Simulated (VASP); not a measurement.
Set up this calculation in VASP 6.6.1, as the native input.

```yaml
Task: relaxation of cell and atoms
Functional: PBE
Potentials_or_basis: VASP PAW PBE potentials, release 64 (Ga_d, As)
Cutoff: 600 eV
k_mesh: 4 × 4 × 4
Occupations: gaussian, width 0.1 eV
Spin: no spin polarisation
Dipole_correction: no
Further_INCAR_settings: ALGO = Normal; EDIFF = 1e-06; IBRION = 2; EDIFFG = -0.04; NSW = 90; ISIF = 3
```

The structure of GaAs3 lies in POSCAR:

```
GaAs3
1.0
    4.6870326700      0.0000000000      0.0000000000
    0.0000000000      4.6870326700      0.0000000000
    0.0000000000      0.0000000000      4.6870326700
Ga As
1 3
Direct
    0.5000000000      0.5000000000      0.5000000000
    0.0000000000      0.5000000000      0.5000000000
    0.5000000000      0.0000000000      0.5000000000
    0.5000000000      0.5000000000      0.0000000000
```

The cell was generated, and may not be a known phase.

One way to write it, as run:

INCAR

```
PREC = Accurate
ENCUT = 600
EDIFF = 1E-6
ISMEAR = 0
SIGMA = 0.1
LREAL = F
LASPH = T
NELM = 80
ALGO = Normal
ISIF = 3
LWAVE = F
LCHARG = F
GGA = PE
IBRION = 2
NSW = 90
EDIFFG = -0.04
```

KPOINTS

```
Automatic mesh
0
Gamma
  4 4 4
```

Potentials or basis: VASP PAW PBE potentials, release 64 (Ga_d, As).

Launch:

```console
$ cat potpaw_PBE.64/Ga_d/POTCAR potpaw_PBE.64/As/POTCAR > POTCAR
$ mpirun -np 1 vasp_std > vasp.out
```

It gave:

| Quantity | Value |
| --- | --- |
| Relaxed volume | 30.90 Å³/atom |
| Relaxed cell | a = 4.981 Å, b = 4.981 Å, c = 4.981 Å, α = 90.00°, β = 90.00°, γ = 90.00° |
| Space group after relaxing (to 0.1 Å) | Pm-3m (No. 221) |
| Energy gained by relaxing | 156.8 meV/atom |
| Ionic steps | 3 |
| Pressure after relaxing | 0.1 GPa |
| Band gap on the k mesh | zero (bands 14 and 15 overlap by 1.50 eV) |

Caveat: the volume moved by over 15 % at a fixed basis, so the end points are rough.

Wall time 100 s on 1 thread of Intel Xeon 8259CL (shared host), peak memory 0.25 GiB.
